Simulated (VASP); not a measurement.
Here is a VASP 6.6.1 calculation.

INCAR

```
SYSTEM = Pd
ALGO     = Normal         ! electronic algorithm
EDIFF    = 1E-7           ! SCF threshold, eV
ENCUT    = 520            ! plane-wave cutoff, eV
GGA      = PS             ! functional
ISIF     = 2              ! what is computed and relaxed
ISMEAR   = 0              ! smearing method
LASPH    = .True.         ! aspherical terms in the spheres
LCHARG   = .True.         ! write CHGCAR
LELF     = .True.         ! ELF
LREAL    = .False.        ! projectors in reciprocal space
LVHAR    = .True.       
LWAVE    = .False.        ! write WAVECAR
NBANDS   = 11             ! bands
NELM     = 100            ! most SCF steps
PREC     = Accurate       ! precision mode
SIGMA    = 0.1            ! smearing width, eV
```

KPOINTS

```
k-points
0
Gamma
  18 18 18
  0 0 0
```

File POSCAR:

```
Pd
1.0
    0.0000000000      1.9373494069      1.9373494069
    1.9373494069      0.0000000000      1.9373494069
    1.9373494069      1.9373494069      0.0000000000
Pd
1
Direct
    0.0000000000      0.0000000000      0.0000000000
```

Potentials or basis: VASP PAW PBE potentials, release 64 (Pd).

Command:

```console
$ cat potpaw_PBE.64/Pd/POTCAR > POTCAR
$ mpirun -np 1 vasp_std > vasp.out
```

(1) Estimate the pressure.

(2) Estimate the band gap on the k mesh.

Answers

(1) -0.3 GPa.

(2) zero (bands 5 and 6 overlap by 1.62 eV).

Caveat: the PAW data sets were made with another functional, which shifts forces and pressure a little.
